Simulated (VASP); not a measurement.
# CeO2 (Fm-3m) in VASP: a series of runs

The runs below take CeO2 through single point, with PBE.

All numbers are computed with VASP 6.6.1; they aren't measurements. Logs are shortened: lines on timing, memory, paths and dates and some standing lists are left out, and cuts for length are marked.

### Step 1. The cell of the first run

Symmetry: Fm-3m, No. 225, cubic system. The conventional cell has a = 5.323 Å, b = 5.323 Å, c = 5.323 Å, α = 90.00°, β = 90.00°, γ = 90.00°. Ce (site symmetry m-3m) has 8 O at 2.30 Å within 3.0 Å. O (site symmetry -43m) has 4 Ce at 2.30 Å and 6 O at 2.66 Å within 3.0 Å.

### Step 2. Single point, PBE

The input, INCAR:

```
PREC = Accurate
ENCUT = 600
EDIFF = 1E-6
ISMEAR = 0
SIGMA = 0.01
LREAL = F
LASPH = T
NELM = 200
ALGO = Normal
ISIF = 2
LWAVE = F
LCHARG = F
GGA = PE
NBANDS = 19
GGA_COMPAT = F
LMAXMIX = 6
```

The input, KPOINTS:

```
Automatic mesh
0
Gamma
  2 2 2
```

The input, POSCAR:

```
CeO2
1.0
    0.0000000000      2.6615208400      2.6615208400
    2.6615208400      0.0000000000      2.6615208400
    2.6615208400      2.6615208400      0.0000000000
Ce O
1 2
Direct
    0.0000000000      0.0000000000      0.0000000000
    0.2500000000      0.2500000000      0.2500000000
    0.7500000000      0.7500000000      0.7500000000
```

Potentials or basis: VASP PAW PBE potentials, release 64 (Ce, O).

Started as:

```console
$ cat potpaw_PBE.64/Ce/POTCAR potpaw_PBE.64/O/POTCAR > POTCAR
$ mpirun -np 1 vasp_std > vasp.out
```

OUTCAR:

```text
PREC = Accurate
   ENCUT = 600
   EDIFF = 1E-6
   ISMEAR = 0
   LREAL = F
   LASPH = T
   NELM = 200
   ISIF = 2
   GGA = PE

 ion  position               nearest neighbor table
   1  0.000  0.000  0.000-   2 2.30   3 2.30   3 2.30   3 2.30   3 2.30   2 2.30   2 2.30   2 2.30

   2  0.250  0.250  0.250-   1 2.30   1 2.30   1 2.30   1 2.30
   3  0.750  0.750  0.750-   1 2.30   1 2.30   1 2.30   1 2.30

  LATTYP: Found a face centered cubic cell.
 ALAT       =     5.3230416800

  Lattice vectors:

 A1 = (   0.0000000000,   2.6615208400,   2.6615208400)
 A2 = (   2.6615208400,   0.0000000000,   2.6615208400)
 A3 = (   2.6615208400,   2.6615208400,   0.0000000000)

Analysis of symmetry for initial positions (statically):
=====================================================================
 Subroutine PRICEL returns:
 Original cell was already a primitive cell.

 Routine SETGRP: Setting up the symmetry group for a
 face centered cubic supercell.

 Subroutine GETGRP returns: Found 48 space group operations
 (whereof 48 operations were pure point group operations)
 out of a pool of 48 trial point group operations.

The static configuration has the point symmetry O_h .

Analysis of symmetry for dynamics (positions and initial velocities):
=====================================================================
 Subroutine PRICEL returns:
 Original cell was already a primitive cell.

 Routine SETGRP: Setting up the symmetry group for a
 face centered cubic supercell.

 Subroutine GETGRP returns: Found 48 space group operations
 (whereof 48 operations were pure point group operations)
 out of a pool of 48 trial point group operations.

The dynamic configuration has the point symmetry O_h .

 Subroutine INISYM returns: Found 48 space group operations
 (whereof 48 operations are pure point group operations),
 and found     1 'primitive' translations

----------------------------------------------------------------------------------------

                                     Primitive cell

  volume of cell :      37.7068

  direct lattice vectors                    reciprocal lattice vectors
     0.000000000  2.661520840  2.661520840    -0.187862515  0.187862515  0.187862515
     2.661520840  0.000000000  2.661520840     0.187862515 -0.187862515  0.187862515
     2.661520840  2.661520840  0.000000000     0.187862515  0.187862515 -0.187862515

  length of vectors
     3.763958868  3.763958868  3.763958868     0.325387422  0.325387422  0.325387422

  position of ions in fractional coordinates (direct lattice)
     0.000000000  0.000000000  0.000000000
     0.250000000  0.250000000  0.250000000
     0.750000000  0.750000000  0.750000000

  ion indices of the primitive-cell ions
   primitive index   ion index
                 1           1
                 2           2
                 3           3

----------------------------------------------------------------------------------------

 KPOINTS: Automatic mesh

Automatic generation of k-mesh.
 Grid dimensions read from file:
 generate k-points for:    2    2    2

 Generating k-lattice:

  Cartesian coordinates                     Fractional coordinates (reciprocal lattice)
    -0.093931258  0.093931258  0.093931258     0.500000000  0.000000000  0.000000000
     0.093931258 -0.093931258  0.093931258     0.000000000  0.500000000  0.000000000
     0.093931258  0.093931258 -0.093931258     0.000000000  0.000000000  0.500000000

  Length of vectors
     0.162693711  0.162693711  0.162693711

  Shift w.r.t. Gamma in fractional coordinates (k-lattice)
     0.000000000  0.000000000  0.000000000

 Subroutine IBZKPT returns following result:
 ===========================================

 Found      3 irreducible k-points:

 Following reciprocal coordinates:
            Coordinates               Weight
  0.000000  0.000000  0.000000      1.000000
  0.500000  0.000000  0.000000      4.000000
  0.500000  0.500000  0.000000      3.000000
   k-points           NKPTS =      3   k-points in BZ     NKDIM =      3   number of bands    NBANDS=     19
   number of dos      NEDOS =    301   number of ions     NIONS =      3
   total plane-waves  NPLWV =  27000
   dimension x,y,z NGX =    30 NGY =   30 NGZ =   30
   dimension x,y,z NGXF=    60 NGYF=   60 NGZF=   60
   ions per type =               1   2
   NGX,Y,Z   is equivalent  to a cutoff of  13.25, 13.25, 13.25 a.u.
   NGXF,Y,Z  is equivalent  to a cutoff of  26.50, 26.50, 26.50 a.u.
 SYSTEM =  unknown system
   PREC   = accura    normal or accurate (medium, high low for compatibility)
   ISTART =      0    job   : 0-new  1-cont  2-samecut
   ICHARG =      2    charge: 1-file 2-atom 10-const
   ISPIN  =      1    spin polarized calculation?
   LNONCOLLINEAR =      F non collinear calculations
   LSORBIT =      F    spin-orbit coupling
   LASPH  =      T    aspherical Exc in radial PAW
   ENCUT  =  600.0 eV  44.10 Ry    6.64 a.u.   7.52  7.52  7.52*2*pi/ulx,y,z
   NELM   =    200;   NELMIN=  2; NELMDL= -5     # of ELM steps
   EDIFF  = 0.1E-05   stopping-criterion for ELM
   LREAL  =      F    real-space projection
   EDIFFG = 0.1E-04   stopping-criterion for IOM
   NSW    =      0    number of steps for IOM
   IBRION =     -1    ionic relax: 0-MD 1-quasi-New 2-CG
   NFREE  =      0    steps in history (QN), initial steepest desc. (CG)
   ISIF   =      2    stress and relaxation
   ISYM   =      2    0-nonsym 1-usesym 2-fastsym
   POTIM  = 0.5000    time-step for ionic-motion
   TEBEG  =    0.0;   TEEND  =   0.0 temperature during run
   PSTRESS=    0.0 pullay stress
   NELECT =      24.0000    total number of electrons
   NUPDOWN=      -1.0000    fix difference up-down
   EMIN   =  10.00;   EMAX   =-10.00  energy-range for DOS
   EFERMI =   0.00;   METHOD = LEGACY
   ISMEAR =     0;   SIGMA  =   0.01  broadening in eV -4-tet -1-fermi 0-gaus
   EFERMI_NEDOS =   21; number of points for ismear=-14 and -15
   IALGO  =     38    algorithm
   IMIX   =      4    mixing-type and parameters
     AMIX     =   0.40;   BMIX     =  1.00
     AMIX_MAG =   1.60;   BMIX_MAG =  1.00
  volume/ion in A,a.u.               =      12.57        84.82
  Fermi-wavevector in a.u.,A,eV,Ry     =   1.408225  2.661159 26.981681  1.983098
  Thomas-Fermi vector in A             =   2.530404
   LORBIT       =      0    0 simple, 1 ext, 2 COOP (PROOUT), +10 PAW based schemes
   GGA     = PE    functional components
   LHFCALC =     F    Hartree Fock is set to
   AEXX    =    0.0000 exact exchange contribution
   IVDW    =     0    specifies the selected vdW correction
   LEPSILON=     F    determine dielectric tensor
   LRPA    =     F    only Hartree local field effects (RPA)
 non-spin polarized calculation
 Gauss-broadening in eV      SIGMA  =   0.01
  energy-cutoff  :      600.00
  volume of cell :       37.71
 maximum number of plane-waves:      1266
   NGX = 15   NGY = 15   NGZ = 15

 number of electron      24.0000007 magnetization

 Free energy of the ion-electron system (eV)
  ---------------------------------------------------
  ext. energy  EPLUGINS =         0.00000000
  ---------------------------------------------------
  free energy    TOTEN  =       -25.83220984 eV

  energy without entropy =      -25.83220984  energy(sigma->0) =      -25.83220984

 E-fermi :   5.3353     XC(G=0): -11.5641

 val. band max:        5.2743579165   @ k =   0.0000   0.0000   0.0000
 cond. band min:       8.1798179226   @ k =   0.5000   0.0000   0.0000
 fundamental gap:      2.9054600062
 Fermi energy:         5.3352734082

 k-point     1 :       0.0000    0.0000    0.0000
  band No.  band energies     occupation
      1     -26.3719      2.00000
      2     -10.4745      2.00000
      3      -9.5451      2.00000
      4      -8.4706      2.00000
      5      -8.4706      2.00000
      6      -8.4706      2.00000
[... 11 lines left out ...]
     18       9.2666      0.00000
     19       9.2666      0.00000

 k-point     2 :       0.5000    0.0000    0.0000
  band No.  band energies     occupation
      1     -26.0991      2.00000
      2     -12.8387      2.00000
      3     -10.4141      2.00000
      4      -8.7661      2.00000
      5      -8.7661      2.00000
      6      -5.9027      2.00000
[... 11 lines left out ...]
     18       9.1158      0.00000
     19       9.2216      0.00000

 k-point     3 :       0.5000    0.5000    0.0000
  band No.  band energies     occupation
      1     -26.0068      2.00000
      2     -13.1869      2.00000
      3     -10.3954      2.00000
      4      -9.2030      2.00000
      5      -9.2030      2.00000
      6      -5.0690      2.00000
[... 11 lines left out ...]
     18       8.9187      0.00000
     19       9.5671      0.00000

------------------------ aborting loop because EDIFF is reached ----------------------------------------

  FORCE on cell =-STRESS in cart. coord.  units (eV):
  Direction    XX          YY          ZZ          XY          YZ          ZX
  --------------------------------------------------------------------------------------
  -------------------------------------------------------------------------------------
  Total        4.7039654      4.7039654      4.7039654     -0.0000000      0.0000000     -0.0000000
  in kB      199.8734429    199.8734429    199.8734429     -0.0000000      0.0000000     -0.0000000
  external PRESSURE =     199.8734429 kB  Pullay stress =       0.0000000 kB

 VOLUME and BASIS-vectors are now :
 -----------------------------------------------------------------------------
  energy-cutoff  :      600.00
  volume of cell :       37.71
      direct lattice vectors                 reciprocal lattice vectors
     0.000000000  2.661520840  2.661520840    -0.187862515  0.187862515  0.187862515
     2.661520840  0.000000000  2.661520840     0.187862515 -0.187862515  0.187862515
     2.661520840  2.661520840  0.000000000     0.187862515  0.187862515 -0.187862515

 POSITION                                       TOTAL-FORCE (eV/Angst)
 -----------------------------------------------------------------------------------
      0.00000      0.00000      0.00000        -0.000000      0.000000     -0.000000
      1.33076      1.33076      1.33076        -0.000000     -0.000000      0.000000
      3.99228      3.99228      3.99228         0.000000      0.000000     -0.000000
 -----------------------------------------------------------------------------------
    total drift:                                0.000000     -0.000000      0.000000

  FREE ENERGIE OF THE ION-ELECTRON SYSTEM (eV)
  ---------------------------------------------------
  free  energy   TOTEN  =       -25.8322098377 eV

  energy  without entropy=      -25.8322098377  energy(sigma->0) =      -25.83220984
```

It took 22 s on 1 thread of Intel Xeon 8259CL, shared host; peak memory 0.17 GiB.

What came out:

| Quantity | Value |
| --- | --- |
| Free energy | -25.8322 eV |
| Pressure | 20.0 GPa |
| Band gap on the k mesh | 2.91 eV (least direct gap 2.96 eV) |

Caveat: the k points lie up to 1.02 Å⁻¹ apart; an empty level that is flat over the whole mesh can mark a ghost state of the potentials, or a narrow d or f band; spin-orbit coupling is left out, which moves the levels of the heavy elements. Spin polarisation is off, so any magnetic state and its effect on volume and gap are missing.

### Step 3. Single point, PBE

This run uses another cell than the first one, of 11.15 Å³/atom.

The input, INCAR:

```
PREC = Accurate ; ENCUT = 600
EDIFF = 1E-6 ; ISMEAR = 0
SIGMA = 0.01 ; LREAL = False
LASPH = True ; NELM = 200
ALGO = Normal ; ISIF = 2
LWAVE = False ; LCHARG = False
GGA = PE ; NBANDS = 19
GGA_COMPAT = False ; LMAXMIX = 6
```

The input, KPOINTS:

```
Automatic mesh
0
Gamma
  3 3 3
```

The input, POSCAR:

```
CeO2
1.0
    0.0000000000      2.5570381100      2.5570381100
    2.5570381100      0.0000000000      2.5570381100
    2.5570381100      2.5570381100      0.0000000000
Ce O
1 2
Direct
    0.0000000000      0.0000000000      0.0000000000
    0.2500000000      0.2500000000      0.2500000000
    0.7500000000      0.7500000000      0.7500000000
```

Potentials or basis: VASP PAW PBE potentials, release 64 (Ce, O).

Started as:

```console
$ cat potpaw_PBE.64/Ce/POTCAR potpaw_PBE.64/O/POTCAR > POTCAR
$ mpirun -np 1 vasp_std > vasp.out
```

It took 32 s on 1 thread of Intel Xeon 8259CL, shared host; peak memory 0.18 GiB.

It converged, with:

| Item | Value |
| --- | --- |
| Free energy | -25.1932 eV |
| Pressure | 53.2 GPa |
| Band gap on the k mesh | 2.68 eV |

Levels at points of the mesh, in eV from the valence-band top:
| k point | band 8 | band 9 | band 10 | band 11 | band 12 | band 13 | band 14 | band 15 | band 16 | band 17 |
| --- | --- | --- | --- | --- | --- | --- | --- | --- | --- | --- |
| (0.00, 0.00, 0.00) | -4.89 | -4.89 | -0.85 | -0.85 | -0.85 | 3.11 | 3.11 | 3.11 | 3.53 | 3.97 |

Caveat: the k points lie up to 0.71 Å⁻¹ apart; spin-orbit coupling is left out, which moves the levels of the heavy elements; an odd mesh through Γ misses points on the zone boundary, where band edges can lie.
